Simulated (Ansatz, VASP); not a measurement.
## ZnS: VASP beside Ansatz

```
Zn S
1.0
     3.79704    0.00000    0.00000
    -1.89852    3.28834    0.00000
     0.00000    0.00000   12.43597
Zn S
4 4
Direct
  0.66667 0.33333 0.75000
  0.33333 0.66667 0.25000
  0.00000 0.00000 0.50000
  0.00000 0.00000 0.00000
  0.66667 0.33333 0.93750
  0.33333 0.66667 0.43750
  0.00000 0.00000 0.68750
  0.00000 0.00000 0.18750
```

Alike in both runs: task single point; functional PBEsol; k mesh 8 × 8 × 3; occupations fermi-dirac, width 0.05 eV; no spin polarisation.

|  | VASP | Ansatz |
| --- | --- | --- |
| version | VASP 6.6.1 | Ansatz 0.2.0 |
| potentials or method | VASP PAW PBE potentials, release 64 (Zn, S) | PseudoDojo stringent (PBEsol files) |
| plane-wave cutoff (eV) | 520 | 1143 |
| valence electrons in the cell | 72 | 104 |

|  | VASP | Ansatz | Ansatz less VASP |
| --- | --- | --- | --- |
| gap on the k mesh at the Fermi level (eV) | 2.08 | 2.08 | -0.003 |
| least direct gap on the mesh (eV) | 2.08 | 2.08 | -0.003 |

VASP's potentials were made for PBE, not for PBEsol. VASP's potentials hold 72 valence electrons a cell and Ansatz's 104, so a difference there can come from the potentials and not from the codes.

Noted on Ansatz's run: odd divisions of the mesh miss points on the zone boundary, where band edges often lie, so the gap on the mesh can be too wide.
